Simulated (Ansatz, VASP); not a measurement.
# Sn: VASP and Ansatz over several settings

```
Sn
1.0
     0.00000    3.23334    3.23334
     3.23334    0.00000    3.23334
     3.23334    3.23334    0.00000
Sn
2
Direct
  0.75000 0.75000 0.75000
  0.50000 0.50000 0.50000
```

Single points on this cell with VASP 6.6.1 and Ansatz 0.2.0. Each row is one pair of runs. Alike in all rows: spin: off; smearing: fermi-dirac, width 0.05 eV; Ansatz's potentials, cutoff: Ansatz PAW, 420 eV.

| level | k mesh | VASP's potentials, cutoff | gap on the k mesh at the Fermi level (eV), VASP | gap on the k mesh at the Fermi level (eV), Ansatz | pressure (GPa), VASP | pressure (GPa), Ansatz |
| --- | --- | --- | --- | --- | --- | --- |
| LDA | 7 × 7 × 7 | VASP PAW LDA potentials, release 64 (Sn_d), 520 eV | none | none | 0.2 | 0.2 |
| BLYP | 7 × 7 × 7 | VASP PAW PBE potentials, release 64 (Sn_d), 520 eV | none | none | 6.5 | 6.5 |
| PBEsol | 6 × 6 × 6 | VASP PAW PBE potentials, release 64 (Sn_d), 520 eV | none | none | 1.5 | 1.6 |
| HSE06 | 4 × 4 × 4 | VASP PAW PBE potentials, release 64 (Sn_d), 520 eV | none | none | 2.4 | 2.4 |

Pressure (GPa): the two programs differ by at most 0.07.

A gap of «none» marks a metal or a gap that the smearing closes.

The k mesh is coarse in some rows, so the values compare programs but aren't converged.
